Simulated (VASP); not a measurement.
Write the native input for VASP 6.6.1 that does the following.

```
Task                   : electric field gradients
Functional             : PBEsol
Potentials or basis    : VASP PAW PBE potentials, release 64 (Ti_sv, B)
Cutoff                 : 520 eV
k mesh                 : 14 × 14 × 11
Occupations            : fermi-dirac, width 0.03 eV
Spin                   : no spin polarisation
Dipole correction      : no
Further INCAR settings : ALGO = Normal; EDIFF = 1e-08; NBANDS = 16
```

The structure of TiB2 lies in POSCAR:

```
TiB2
1.0
    3.0291982016     -0.0302919820     -0.0302919820
   -1.5408327268      2.6385085867     -0.0110876350
   -0.0322840000     -0.0322840000      3.2284000000
Ti B
1 2
Direct
    0.0000000000      0.0000000000      0.0000000000
    0.3333333333      0.6666666667      0.5000000000
    0.6666666667      0.3333333333      0.5000000000
```

This cell differs from its parent crystal: equal xy, yz and zx shear strains of -2 %.

These files were run (other wordings do the same):

INCAR

```
PREC = Accurate
ENCUT = 520
EDIFF = 1E-8
ISMEAR = -1
SIGMA = 0.03
LREAL = False
LASPH = True
NELM = 100
ALGO = Normal
ISIF = 2
LWAVE = False
LCHARG = False
GGA = PS
LEFG = True
NBANDS = 16
```

KPOINTS

```
regular mesh
0
Gamma
  14 14 11
```

Potentials or basis: VASP PAW PBE potentials, release 64 (Ti_sv, B).

Launch:

```sh
$ cat potpaw_PBE.64/Ti_sv/POTCAR potpaw_PBE.64/B/POTCAR > POTCAR
$ mpirun -np 1 vasp_std > vasp.out
```

Results of the run:

The pressure is -4.4 GPa. The largest force is 0.065 eV/Å and the band gap on the k mesh is zero (bands 9 and 10 overlap by 0.64 eV). The largest electric field gradient by atom is Ti +23.9; B +4.8 V/Å².

Caveat: the cell differs from its parent crystal (equal xy, yz and zx shear strains of -2 %); the cell stands under tension; without QUAD_EFG the Cq values of the log hold for a quadrupole moment of 1 mb, not for the nuclei; the PAW data sets were made with another functional, which shifts forces and pressure a little.

Wall time 6.9 min on 1 thread of AMD EPYC 7R13 Processor (Zen 3) (shared host), peak memory 0.46 GiB.
